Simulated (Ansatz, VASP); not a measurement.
**Pb2O: VASP beside Ansatz**

The input INCAR:

```
  PREC = Accurate
  ENCUT = 520
  EDIFF = 1E-6
  ISMEAR = 0
  SIGMA = 0.05
  LREAL = False
  LASPH = True
  NELM = 80
  ALGO = Normal
  ISIF = 2
  LWAVE = False
  LCHARG = True
  GGA = PE
  LELF = True
  LVHAR = True
  NBANDS = 43
```

Contents of KPOINTS:

```
regular mesh
0
Gamma
  4 4 4
```

File POSCAR:

```
Pb2O
1.0
    5.3800003225      0.0000000000      0.0000000000
    0.0000000000      5.3800003225      0.0000000000
    0.0000000000      0.0000000000      5.3800003225
Pb O
4 2
Direct
    0.2500000000      0.2500000000      0.2500000000
    0.7500000000      0.7500000000      0.2500000000
    0.2500000000      0.7500000000      0.7500000000
    0.7500000000      0.2500000000      0.7500000000
    0.0000000000      0.0000000000      0.0000000000
    0.5000000000      0.5000000000      0.5000000000
```

Input for Ansatz:

```yaml
crystal:
  lattice:
    - [5.3800003225, 0.0, 0.0]
    - [0.0, 5.3800003225, 0.0]
    - [0.0, 0.0, 5.3800003225]
  atoms:
    - { symbol: Pb, position: [0.25, 0.25, 0.25] }
    - { symbol: Pb, position: [0.75, 0.75, 0.25] }
    - { symbol: Pb, position: [0.25, 0.75, 0.75] }
    - { symbol: Pb, position: [0.75, 0.25, 0.75] }
    - { symbol: O, position: [0.0, 0.0, 0.0] }
    - { symbol: O, position: [0.5, 0.5, 0.5] }
basis:
  ecutwfc: 420
  ecutrho_ratio: 4
kpoints:
  mp_grid: { grid: [4, 4, 4] }
hamiltonian:
  xc: pbe
scf:
  occupations: { method: gaussian, width: 0.05 }
output:
  forces: true
  stress: true
  eigenvalues: true
  populations: true
  write_density: true
  write_potential: true
  elf: true
  volumetric_format: npy
```

Alike in both runs: task single point; functional PBE; k mesh 4 × 4 × 4; occupations gaussian, width 0.05 eV; no spin polarisation.

|  | VASP | Ansatz |
| --- | --- | --- |
| version | VASP 6.6.1 | Ansatz 0.2.0 |
| potentials or method | VASP PAW PBE potentials, release 64 (Pb_d, O), cutoff 520 eV | scalar-relativistic, plane waves, PAW |
| valence electrons in the cell | 68 | 68 |

```csv
,VASP,Ansatz,Ansatz less VASP
gap on the k mesh at the Fermi level (eV),none,none,-
pressure (GPa),2.7,2.7,-0.01
```

A gap of «none» marks a metal or a gap that the smearing closes.

Neither program's run includes spin-orbit coupling.
